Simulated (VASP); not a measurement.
# Cs8Sn8PI23 (a cell with a defect) in VASP: single point with PBEsol

Aim: the single point of Cs8Sn8PI23 (a cell with a defect) with PBEsol.

Everything below comes from runs of VASP 6.6.1. Logs are shortened: lines on timing, memory, paths and dates and some standing lists are left out, and cuts for length are marked.

**1. The cell of the first run**

The cell holds a defect, 40 atoms: a = 12.314 Å, b = 12.314 Å, c = 12.314 Å, α = 90.00°, β = 90.00°, γ = 90.00°.

**2. Single point, PBEsol**

Input file INCAR:

```
PREC     = Accurate       # precision mode
ENCUT    = 400            # plane-wave cutoff, eV
EDIFF    = 1E-6           # SCF threshold, eV
ISMEAR   = -1             # smearing method
SIGMA    = 0.05           # smearing width, eV
LREAL    = Auto         
LASPH    = T              # aspherical terms in the spheres
NELM     = 120            # most SCF steps
ALGO     = Normal         # electronic algorithm
ISIF     = 2              # what is computed and relaxed
LWAVE    = F              # write WAVECAR
LCHARG   = F              # write CHGCAR
GGA      = PS             # functional
ISYM     = -1           
NBANDS   = 201            # bands
GGA_COMPAT= F
```

Input file KPOINTS:

```
explicit points
1
Reciprocal
  0.25000000   0.25000000   0.25000000 1
```

Input file POSCAR:

```
Cs8Sn8PI23
1.0
   12.3144620000      0.0000000000      0.0000000000
    0.0000000000     12.3144620000      0.0000000000
    0.0000000000      0.0000000000     12.3144620000
Cs Sn I P
8 8 23 1
Direct
    0.9759220000      0.9961540000      0.9768630000
    0.0699810000      0.9822370000      0.5055760000
    0.9948780000      0.4880360000      0.9867040000
    0.0149900000      0.5591710000      0.5002810000
    0.4688500000      0.0442740000      0.9944830000
    0.5140660000      0.9662990000      0.4962350000
    0.4269590000      0.4928200000      0.9898130000
    0.5443330000      0.5060500000      0.5001450000
    0.2549640000      0.2551920000      0.2875220000
    0.2274400000      0.2505000000      0.7232230000
    0.2575150000      0.7506250000      0.2452330000
    0.2571610000      0.7510990000      0.7469880000
    0.7397200000      0.2465790000      0.2490590000
    0.7342520000      0.2465680000      0.7459290000
    0.7561590000      0.7446420000      0.2445030000
    0.7526150000      0.7457810000      0.7494950000
    0.2188280000      0.2428160000      0.9883590000
    0.2512100000      0.7661600000      0.9958240000
    0.2741280000      0.7382750000      0.4960120000
    0.7638240000      0.2569020000      0.9995990000
    0.7150620000      0.2264770000      0.4984560000
    0.7765310000      0.7295370000      0.9971330000
    0.7520590000      0.7583050000      0.4972660000
    0.0272000000      0.2656400000      0.4086330000
    0.9885120000      0.2021700000      0.7290490000
    0.0077240000      0.7871680000      0.2586440000
    0.0056020000      0.7814270000      0.7395660000
    0.5049140000      0.2894270000      0.2333320000
    0.4890210000      0.2859340000      0.7500600000
    0.5089400000      0.7080510000      0.2418220000
    0.5058200000      0.7061520000      0.7526850000
    0.2880500000      0.0013190000      0.2611460000
    0.2896950000      0.9978210000      0.7313710000
    0.2144490000      0.5042860000      0.2340380000
    0.2082910000      0.5012840000      0.7519660000
    0.7165640000      0.9981530000      0.2257350000
    0.7068100000      0.9950690000      0.7687780000
    0.7960610000      0.4952170000      0.2675770000
    0.7867110000      0.4948280000      0.7258300000
    0.2135490000      0.2477930000      0.4935300000
```

Potentials or basis: VASP PAW PBE potentials, release 64 (Cs_sv, Sn_d, I, P).

Launch:

```bash
cat potpaw_PBE.64/Cs_sv/POTCAR potpaw_PBE.64/Sn_d/POTCAR potpaw_PBE.64/I/POTCAR potpaw_PBE.64/P/POTCAR > POTCAR
mpirun -np 1 vasp_std > vasp.out
```

OUTCAR:

```text
PREC = Accurate
   ENCUT = 400
   EDIFF = 1E-6
   ISMEAR = -1
   LREAL = Auto
   LASPH = T
   NELM = 120
   ISIF = 2
   GGA = PS
   ISYM = -1

 ion  position               nearest neighbor table
   1  0.976  0.996  0.977-
   2  0.070  0.982  0.506-
   3  0.995  0.488  0.987-
   4  0.015  0.559  0.500-
   5  0.469  0.044  0.994-
   6  0.514  0.966  0.496-
   7  0.427  0.493  0.990-
   8  0.544  0.506  0.500-
   9  0.255  0.255  0.288-  40 2.59  32 3.17  34 3.18  28 3.18  24 3.18
  10  0.227  0.251  0.723-  40 2.83  25 3.00  35 3.12  33 3.21  29 3.27  17 3.27
  11  0.258  0.751  0.245-  18 3.08  34 3.08  19 3.10  26 3.11  32 3.12  30 3.14
  12  0.257  0.751  0.747-  33 3.07  18 3.07  19 3.10  31 3.11  27 3.12  35 3.14
  13  0.740  0.247  0.249-  28 2.95  36 3.09  20 3.09  21 3.10  38 3.15
  14  0.734  0.247  0.746-  29 3.06  21 3.07  37 3.13  39 3.13  20 3.15  25 3.19
  15  0.756  0.745  0.245-  22 3.06  30 3.08  23 3.12  38 3.12  26 3.15  36 3.17
  16  0.753  0.746  0.749-  22 3.07  31 3.08  23 3.11  37 3.13  39 3.13  27 3.15
  17  0.219  0.243  0.988-  10 3.27
  18  0.251  0.766  0.996-  12 3.07  11 3.08
  19  0.274  0.738  0.496-  11 3.10  12 3.10
  20  0.764  0.257  1.000-  13 3.09  14 3.15
  21  0.715  0.226  0.498-  14 3.07  13 3.10
  22  0.777  0.730  0.997-  15 3.06  16 3.07
  23  0.752  0.758  0.497-  16 3.11  15 3.12
[... 14 lines left out ...]
  38  0.796  0.495  0.268-  15 3.12  13 3.15
  39  0.787  0.495  0.726-  16 3.13  14 3.13
  40  0.214  0.248  0.494-  24 2.53   9 2.59  10 2.83

IMPORTANT INFORMATION: All symmetrisations will be switched off!
NOSYMM: (Re-)initialisation of all symmetry stuff for point group C_1.

----------------------------------------------------------------------------------------

                                     Primitive cell

  volume of cell :    1867.4386

  direct lattice vectors                    reciprocal lattice vectors
    12.314462000  0.000000000  0.000000000     0.081205334  0.000000000  0.000000000
     0.000000000 12.314462000  0.000000000     0.000000000  0.081205334  0.000000000
     0.000000000  0.000000000 12.314462000     0.000000000  0.000000000  0.081205334

  length of vectors
    12.314462000 12.314462000 12.314462000     0.081205334  0.081205334  0.081205334

  position of ions in fractional coordinates (direct lattice)
     0.975922000  0.996154000  0.976863000
     0.069981000  0.982237000  0.505576000
     0.994878000  0.488036000  0.986704000
     0.014990000  0.559171000  0.500281000
     0.468850000  0.044274000  0.994483000
     0.514066000  0.966299000  0.496235000
[... 32 lines left out ...]
     0.786711000  0.494828000  0.725830000
     0.213549000  0.247793000  0.493530000

  ion indices of the primitive-cell ions
   primitive index   ion index
                 1           1
                 2           2
                 3           3
                 4           4
                 5           5
                 6           6
[... 32 lines left out ...]
                39          39
                40          40

----------------------------------------------------------------------------------------

 KPOINTS: explicit points

Read explicit list of k-points.

 Found      1 k-points:

 Following reciprocal coordinates:
            Coordinates               Weight
  0.250000  0.250000  0.250000      1.000000
   k-points           NKPTS =      1   k-points in BZ     NKDIM =      1   number of bands    NBANDS=    201
   number of dos      NEDOS =    301   number of ions     NIONS =     40
   total plane-waves  NPLWV = 512000
   dimension x,y,z NGX =    80 NGY =   80 NGZ =   80
   dimension x,y,z NGXF=   160 NGYF=  160 NGZF=  160
   ions per type =               8   8  23   1
   NGX,Y,Z   is equivalent  to a cutoff of  10.80, 10.80, 10.80 a.u.
   NGXF,Y,Z  is equivalent  to a cutoff of  21.60, 21.60, 21.60 a.u.
 SYSTEM =  unknown system
   PREC   = accura    normal or accurate (medium, high low for compatibility)
   ISTART =      0    job   : 0-new  1-cont  2-samecut
   ICHARG =      2    charge: 1-file 2-atom 10-const
   ISPIN  =      1    spin polarized calculation?
   LNONCOLLINEAR =      F non collinear calculations
   LSORBIT =      F    spin-orbit coupling
   LASPH  =      T    aspherical Exc in radial PAW
   ENCUT  =  400.0 eV  29.40 Ry    5.42 a.u.  20.08 20.08 20.08*2*pi/ulx,y,z
   NELM   =    120;   NELMIN=  2; NELMDL= -5     # of ELM steps
   EDIFF  = 0.1E-05   stopping-criterion for ELM
   LREAL  =      T    real-space projection
   EDIFFG = 0.1E-04   stopping-criterion for IOM
   NSW    =      0    number of steps for IOM
   IBRION =     -1    ionic relax: 0-MD 1-quasi-New 2-CG
   NFREE  =      0    steps in history (QN), initial steepest desc. (CG)
   ISIF   =      2    stress and relaxation
   ISYM   =     -1    0-nonsym 1-usesym 2-fastsym
   POTIM  = 0.5000    time-step for ionic-motion
   TEBEG  =    0.0;   TEEND  =   0.0 temperature during run
   PSTRESS=    0.0 pullay stress
   NELECT =     350.0000    total number of electrons
   NUPDOWN=      -1.0000    fix difference up-down
   EMIN   =  10.00;   EMAX   =-10.00  energy-range for DOS
   EFERMI =   0.00;   METHOD = LEGACY
   ISMEAR =    -1;   SIGMA  =   0.05  broadening in eV -4-tet -1-fermi 0-gaus
   EFERMI_NEDOS =   21; number of points for ismear=-14 and -15
   IALGO  =     38    algorithm
   IMIX   =      4    mixing-type and parameters
     AMIX     =   0.40;   BMIX     =  1.00
     AMIX_MAG =   1.60;   BMIX_MAG =  1.00
  volume/ion in A,a.u.               =      46.69       315.05
  Fermi-wavevector in a.u.,A,eV,Ry     =   0.936876  1.770439 11.942330  0.877736
  Thomas-Fermi vector in A             =   2.063930
   LORBIT       =      0    0 simple, 1 ext, 2 COOP (PROOUT), +10 PAW based schemes
   GGA     = PS    functional components
   LHFCALC =     F    Hartree Fock is set to
   AEXX    =    0.0000 exact exchange contribution
   IVDW    =     0    specifies the selected vdW correction
   LEPSILON=     F    determine dielectric tensor
   LRPA    =     F    only Hartree local field effects (RPA)
 non-spin polarized calculation
  energy-cutoff  :      400.00
  volume of cell :     1867.44
 maximum number of plane-waves:     33935
 NGX is ok and might be reduce to    80
   NGX = 41   NGY = 41   NGZ = 41

 number of electron     350.0000031 magnetization

 Free energy of the ion-electron system (eV)
  ---------------------------------------------------
  ext. energy  EPLUGINS =         0.00000000
  ---------------------------------------------------
  free energy    TOTEN  =      -122.29970150 eV

  energy without entropy =     -122.29969348  energy(sigma->0) =     -122.29969749

 E-fermi :   2.8074     XC(G=0):  -7.7269

 val. band max:        2.1698555421   @ k =   0.2500   0.2500   0.2500
 cond. band min:       3.4447202625   @ k =   0.2500   0.2500   0.2500
 fundamental gap:      1.2748647204
 Fermi energy:         2.8074079700

 k-point     1 :       0.2500    0.2500    0.2500
  band No.  band energies     occupation
      1     -19.3820      2.00000
      2     -19.3580      2.00000
      3     -19.3523      2.00000
      4     -19.3490      2.00000
      5     -19.3333      2.00000
      6     -19.3296      2.00000
[... 179 lines left out ...]
    186       4.4181      0.00000
    187       4.5415      0.00000
 [bands above 187 left out]

------------------------ aborting loop because EDIFF is reached ----------------------------------------

  FORCE on cell =-STRESS in cart. coord.  units (eV):
  Direction    XX          YY          ZZ          XY          YZ          ZX
  --------------------------------------------------------------------------------------
  -------------------------------------------------------------------------------------
  Total       -6.4143657     -4.2372977     -5.1961922     -0.5948391     -0.4673944     -0.6433532
  in kB       -5.5032339     -3.6354086     -4.4580964     -0.5103449     -0.4010031     -0.5519678
  external PRESSURE =      -4.5322463 kB  Pullay stress =       0.0000000 kB

 VOLUME and BASIS-vectors are now :
 -----------------------------------------------------------------------------
  energy-cutoff  :      400.00
  volume of cell :     1867.44
      direct lattice vectors                 reciprocal lattice vectors
    12.314462000  0.000000000  0.000000000     0.081205334  0.000000000  0.000000000
     0.000000000 12.314462000  0.000000000     0.000000000  0.081205334  0.000000000
     0.000000000  0.000000000 12.314462000     0.000000000  0.000000000  0.081205334

 POSITION                                       TOTAL-FORCE (eV/Angst)
 -----------------------------------------------------------------------------------
     12.01795     12.26710     12.02954         0.008209     -0.006269      0.002329
      0.86178     12.09572      6.22590        -0.006342     -0.007175     -0.001316
     12.25139      6.00990     12.15073        -0.003279     -0.003003      0.005723
      0.18459      6.88589      6.16069        -0.002558      0.007802     -0.003387
      5.77364      0.54521     12.24652         0.004868     -0.001366     -0.001489
      6.33045     11.89945      6.11087         0.007693      0.001123     -0.003400
[... 32 lines left out ...]
      9.68792      6.09354      8.93821        -0.001148     -0.003887     -0.001863
      2.62974      3.05144      6.07756        -0.012093      0.021841     -0.013369
 -----------------------------------------------------------------------------------
    total drift:                               -0.001859     -0.017862     -0.017143

  FREE ENERGIE OF THE ION-ELECTRON SYSTEM (eV)
  ---------------------------------------------------
  free  energy   TOTEN  =      -122.2997015020 eV

  energy  without entropy=     -122.2996934784  energy(sigma->0) =     -122.29969749
```

Run time: 6.7 min. Hardware: 1 thread of Intel Xeon Platinum 8375C at 2.90GHz (Ice Lake), shared host; peak memory 1.1 GiB.

What came out:

```
Free energy            : -122.2997 eV
Pressure               : -0.5 GPa
Largest force          : 0.031 eV/Å
Band gap on the k mesh : 1.27 eV
```

Forces on the atoms (eV/Å):
```
Cs   0.008 -0.006  0.002
Cs  -0.006 -0.007 -0.001
Cs  -0.003 -0.003  0.006
Cs  -0.003  0.008 -0.003
Cs   0.005 -0.001 -0.001
Cs   0.008  0.001 -0.003
Cs   0.004  0.005  0.000
Cs   0.002  0.001  0.001
Sn   0.002 -0.006 -0.013
Sn   0.014 -0.011  0.000
Sn  -0.002  0.000  0.003
Sn  -0.003 -0.007  0.000
Sn   0.017 -0.001  0.013
Sn   0.013  0.001  0.007
Sn  -0.001  0.002  0.002
Sn  -0.002 -0.004  0.001
I   -0.011 -0.002  0.011
I   -0.005  0.004  0.001
I    0.009 -0.010 -0.004
I   -0.001  0.003 -0.014
I   -0.001  0.006 -0.005
I    0.002  0.001 -0.001
I   -0.009  0.002  0.000
I    0.029 -0.001  0.002
I   -0.004  0.002  0.016
I    0.003  0.001 -0.004
I   -0.004 -0.003  0.004
I   -0.030  0.003  0.001
I   -0.007 -0.011 -0.006
I   -0.002 -0.001  0.003
I    0.000  0.003  0.000
I    0.004  0.009  0.001
I   -0.001  0.011  0.001
I   -0.004  0.003  0.004
I   -0.003  0.005 -0.003
I    0.004 -0.010 -0.005
I   -0.007 -0.004 -0.003
I   -0.002 -0.003  0.001
I   -0.001 -0.004 -0.002
P   -0.012  0.022 -0.013
```

Levels at points of the mesh, in eV from the valence-band top:
```csv
k point,band 173,band 174,band 175,band 176,band 177,band 178
"(0.25, 0.25, 0.25)",-0.61,-0.26,0.00,1.27,1.68,1.73
```

Caveat: the PAW data sets were made with another functional, which shifts forces and pressure a little; spin-orbit coupling is left out, which moves the levels of the heavy elements.
